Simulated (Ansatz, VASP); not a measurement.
## AlPt: VASP beside Ansatz

```
CELL_PARAMETERS angstrom
3.09155 0.00000 0.00000
0.00000 3.09155 0.00000
0.00000 0.00000 3.09155
ATOMIC_POSITIONS crystal
Al 0.87870 0.00000 0.00000
Pt 0.50000 0.50000 0.50000
```

Change from the starting cell: all Al atoms moved +0.375 Å, as atom 1 towards its neighbour atom 1 (Al) at 3.092 Å.

Alike in both runs: task single point; functional PBEsol; k mesh 16 × 16 × 16; occupations gaussian, width 0.15 eV; no spin polarisation.

|  | VASP | Ansatz |
| --- | --- | --- |
| version | VASP 6.6.1 | Ansatz 0.2.0 |
| potentials or method | VASP PAW PBE potentials, release 64 (Al, Pt), cutoff 520 eV | scalar-relativistic, plane waves, PAW |
| valence electrons in the cell | 13 | 21 |

|  | VASP | Ansatz | Ansatz less VASP |
| --- | --- | --- | --- |
| gap on the k mesh at the Fermi level (eV) | none | none | - |
| pressure (GPa) | 2.6 | 2.6 | +0.01 |
| traceless stress, the component that is largest in VASP (GPa) | -3.76 | -3.72 | +0.040 |
| rms of the force components (eV/Å) | 0.861 | 0.852 | -0.0087 |

VASP's potentials were made for PBE, not for PBEsol. Atom by atom the forces differ by 0.009 eV/Å (rms over components). A gap of «none» marks a metal or a gap that the smearing closes. With one functional, cell and mesh, what is left measures potentials, basis and numerics. VASP's potentials hold 13 valence electrons a cell and Ansatz's 21, so a difference there can come from the potentials and not from the codes.

Neither program's run includes spin-orbit coupling.
